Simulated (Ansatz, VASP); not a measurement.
**Ir in VASP and in Ansatz**

INCAR

```
  PREC = Accurate
  ENCUT = 520
  EDIFF = 1E-7
  ISMEAR = -1
  SIGMA = 0.08
  LREAL = False
  LASPH = True
  NELM = 60
  ALGO = Normal
  ISIF = 2
  LWAVE = False
  LCHARG = False
  GGA = PS
  NBANDS = 16
```

Contents of KPOINTS:

```
regular mesh
0
Gamma
  16 16 9
```

Contents of POSCAR:

```
Ir
1.0
    2.3866999356      0.0000000000      0.0000000000
   -1.1933499678      2.0669427754      0.0000000000
    0.0000000000      0.0000000000      3.8934104508
Ir
2
Direct
    0.3333333333      0.6666666667      0.2500000000
    0.6666666667      0.3333333333      0.7500000000
```

Input for Ansatz:

```yaml
crystal:
  lattice:
    - [2.3866999356, 0.0, 0.0]
    - [-1.1933499678, 2.0669427754, 0.0]
    - [0.0, 0.0, 3.8934104508]
  atoms:
    - { symbol: Ir, position: [0.3333333333, 0.6666666667, 0.25] }
    - { symbol: Ir, position: [0.6666666667, 0.3333333333, 0.75] }
kpoints:
  mp_grid: { grid: [16, 16, 9] }
scf:
  occupations: { method: fermi_dirac, width: 0.08 }
hamiltonian:
  xc: pbesol
  pseudopotentials: { kind: paw }
output:
  forces: true
  stress: true
  eigenvalues: true
  populations: true
```

Change from the starting cell: volume scaled by 0.68, PAW files.

Alike in both runs: task single point; functional PBEsol; k mesh 16 × 16 × 9; occupations fermi-dirac, width 0.08 eV; no spin polarisation.

|  | VASP | Ansatz |
| --- | --- | --- |
| version | VASP 6.6.1 | Ansatz 0.2.0 |
| potentials or method | VASP PAW PBE potentials, release 64 (Ir) | PAW with Ansatz's default frozen-core files, scalar-relativistic |
| plane-wave cutoff (eV) | 520 | 420 |
| valence electrons in the cell | 18 | 34 |

|  | VASP | Ansatz | Ansatz less VASP |
| --- | --- | --- | --- |
| pressure (GPa) | 386.3 | 375.2 | -11.04 |
| traceless stress, the component that is largest in VASP (GPa) | 0.27 | 0.03 | -0.240 |

VASP's potentials were made for PBE, not for PBEsol. Both programs put the cell under a high pressure, so it lies far from rest at this level. VASP's potentials hold 18 valence electrons a cell and Ansatz's 34, so a difference there can come from the potentials and not from the codes.

Neither program's run includes spin-orbit coupling. Noted on VASP's run: the cell as given lies far from equilibrium.
